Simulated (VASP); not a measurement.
A run of VASP 6.6.1 is set up as follows.

The input INCAR:

```
SYSTEM = NaCl
PREC = Accurate ; ENCUT = 520
EDIFF = 1E-7 ; ISMEAR = -1
SIGMA = 0.02 ; LREAL = .False.
LASPH = .True. ; NELM = 80
ALGO = Normal ; ISIF = 2
LWAVE = .False. ; LCHARG = .False.
NBANDS = 14
```

Contents of KPOINTS:

```
Automatic mesh
0
Gamma
  8 8 8
  0 0 0
```

Contents of POSCAR:

```
NaCl
1.0
    0.0000000000      2.7329282508      2.7329282508
    2.7329282508      0.0000000000      2.7329282508
    2.7329282508      2.7329282508      0.0000000000
Na Cl
1 1
Direct
    0.0000000000      0.0000000000      0.0000000000
    0.5000000000      0.5000000000      0.5000000000
```

Potentials or basis: VASP PAW LDA potentials, release 64 (Na_pv, Cl).

Run with:

```console
$ cat potpaw_LDA.64/Na_pv/POTCAR potpaw_LDA.64/Cl/POTCAR > POTCAR
$ mpirun -np 1 vasp_std > vasp.out
```

(1) What does it give for the pressure?

(2) Predict the band gap on the k mesh.

Results:

(1) 0.0 GPa.

(2) 5.08 eV.
